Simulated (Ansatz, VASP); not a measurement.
## MgB2 in VASP and in Ansatz

```
Mg B
1.0
     3.08500    0.00000    0.00000
    -1.54250    2.67169    0.00000
     0.00000    0.00000    3.55823
Mg B
1 2
Direct
  0.00000 0.00000 0.00000
  0.33333 0.66667 0.50000
  0.66667 0.33333 0.50000
```

Change from the starting cell: zz strain of +1 %, crystal datasets.

Alike in both runs: task electric field gradients; functional LDA; k mesh 15 × 15 × 12; occupations fermi-dirac, width 0.05 eV; no spin polarisation.

```csv
,VASP,Ansatz
version,VASP 6.6.1,Ansatz 0.2.0
potentials or method,"VASP PAW LDA potentials, release 64 (Mg, B), cutoff 520 eV","all-electron PAW with datasets made for the crystal, scalar-relativistic"
```

|  | VASP | Ansatz | Ansatz less VASP |
| --- | --- | --- | --- |
| pressure (GPa) | -9.1 | -8.6 | +0.58 |
| traceless stress, the component that is largest in VASP (GPa) | 0.25 | 0.37 | +0.122 |
| size of Vzz on the site where it differs most (V/Å²) | 0.5 | 2.9 | +2.37 |

LDA's correlation is that of Perdew and Zunger in VASP and of Perdew and Wang (1992) in Ansatz. Ansatz ran all-electron here, and VASP with PAW potentials.
